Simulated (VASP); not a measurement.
Wanted: the native input for a VASP 6.6.1 run.

| Quantity | Value |
| --- | --- |
| Task | relaxation of the atoms |
| Functional | PBE |
| Potentials or basis | VASP PAW PBE potentials, release 64 (W_sv, C) |
| Cutoff | 520 eV |
| k mesh | 4 × 4 × 1 |
| Occupations | gaussian, width 0.1 eV |
| Spin | no spin polarisation |
| Dipole correction | yes |
| Atoms held fixed (from 0) | [0, 1, 2, 3, 4, 5, 6, 7, 8, 9, 10, 11, 12, 13, 14, 15] |
| Further INCAR settings | ALGO = Normal; EDIFF = 1e-07; NELMDL = -8; IBRION = 2; EDIFFG = -0.025; NSW = 36 |
| Atoms held along some axes (from 0) | atom 16 along a and b |

The structure of W16C lies in POSCAR:

```
W16C
1.0
    6.3673983413      0.0000000000      0.0000000000
    0.0000000000      6.3673983413      0.0000000000
    0.0000000000      0.0000000000     20.1425775435
W C
16 1
Selective dynamics
Direct
    0.2500000000      0.2500000000      0.1985843168  F F F
    0.2500000000      0.7500000000      0.1985843168  F F F
    0.7500000000      0.2500000000      0.1985843168  F F F
    0.7500000000      0.7500000000      0.1985843168  F F F
    0.0000000000      0.0000000000      0.2776134074  F F F
    0.0000000000      0.5000000000      0.2776134074  F F F
    0.5000000000      0.0000000000      0.2776134074  F F F
    0.5000000000      0.5000000000      0.2776134074  F F F
    0.2500000000      0.2500000000      0.3599451791  F F F
    0.2500000000      0.7500000000      0.3599451791  F F F
    0.7500000000      0.2500000000      0.3599451791  F F F
    0.7500000000      0.7500000000      0.3599451791  F F F
    0.0000000000      0.0000000000      0.4290700892  F F F
    0.0000000000      0.5000000000      0.4290700892  F F F
    0.5000000000      0.0000000000      0.4290700892  F F F
    0.5000000000      0.5000000000      0.4290700892  F F F
    0.2500000000      0.2500000000      0.4538931288  F F T
```

The input as run:

INCAR

```
ALGO = Normal
DIPOL = 0.5 0.5 0.324
EDIFF = 1E-7
EDIFFG = -0.025
ENCUT = 520
GGA = PE
GGA_COMPAT = F
IBRION = 2
IDIPOL = 3
ISIF = 2
ISMEAR = 0
KPAR = 4
LASPH = T
LCHARG = F
LDIPOL = T
LREAL = F
LWAVE = F
NCORE = 2
NELM = 120
NELMDL = -8
NELMIN = 4
NSW = 36
PREC = Accurate
SIGMA = 0.1
```

KPOINTS

```
k-points
0
Gamma
  4 4 1
```

Potentials or basis: VASP PAW PBE potentials, release 64 (W_sv, C).

Command:

```sh
$ cat potpaw_PBE.64/W_sv/POTCAR potpaw_PBE.64/C/POTCAR > POTCAR
$ mpirun -np 8 vasp_std > vasp.out
```

It gave:

- Energy gained by relaxing: 21.8 meV/atom
- Ionic steps: 2
- Band gap on the k mesh: zero (bands 114 and 115 overlap by 0.17 eV)

Caveat: spin-orbit coupling is left out, which moves the levels of the heavy elements.

Run time: 19 min on 8 MPI ranks on Intel(R) Xeon(R) Platinum 8259CL CPU @ 2.50GHz (Skylake/Cascade Lake), with other jobs on the host, peak memory 0.66 GiB a rank.
